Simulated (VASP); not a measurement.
## Sc: electric field gradients with PBE

The system is Sc.

```
CELL_PARAMETERS angstrom
3.38447 0.00000 0.00000
-1.69224 2.93104 0.00000
0.00000 0.00000 5.26921
ATOMIC_POSITIONS crystal
Sc 0.33333 0.66667 0.25000
Sc 0.66667 0.33333 0.75000
```

This cell differs from its parent crystal: volume scaled by 1.06.

```
Program                : VASP 6.6.1
Task                   : electric field gradients
Functional             : PBE
Potentials or basis    : VASP PAW PBE potentials, release 64 (Sc_sv)
Cutoff                 : 520 eV
k mesh                 : 15 × 15 × 8
Occupations            : fermi-dirac, width 0.05 eV
Spin                   : no spin polarisation
Dipole correction      : no
Further INCAR settings : ALGO = Normal; EDIFF = 1e-08; NBANDS = 18
```

| Quantity | Value |
| --- | --- |
| Pressure | -2.9 GPa |
| Band gap on the k mesh | zero (band 11 reaches 4.28 eV, above the bottom of band 12 at 2.90 eV) |

Stress tensor (GPa, compression positive):
```
-2.89  0.00  0.00
 0.00 -2.89  0.00
 0.00  0.00 -2.77
```

Levels at points of the mesh, in eV from the Fermi level:
```csv
k point,band 9,band 10,band 11,band 12,band 13,band 14
"(0.00, 0.00, 0.00)",-5.01,-1.55,0.50,1.52,1.52,1.76
"(0.00, 0.00, 0.50)",-3.53,-3.53,0.94,0.94,1.44,1.44
```

Electric field gradients, principal values (V/Å²):
| atom | least | middle | greatest (by size) |
| --- | --- | --- | --- |
| 1 Sc | -5.815 | -5.817 | 11.632 |
| 2 Sc | -5.815 | -5.817 | 11.632 |

Run time: 2.5 min on 1 thread of Intel Xeon 6975P-C (shared host), peak memory 0.25 GiB.

Caveat: without QUAD_EFG the Cq values of the log hold for a quadrupole moment of 1 mb, not for the nuclei.
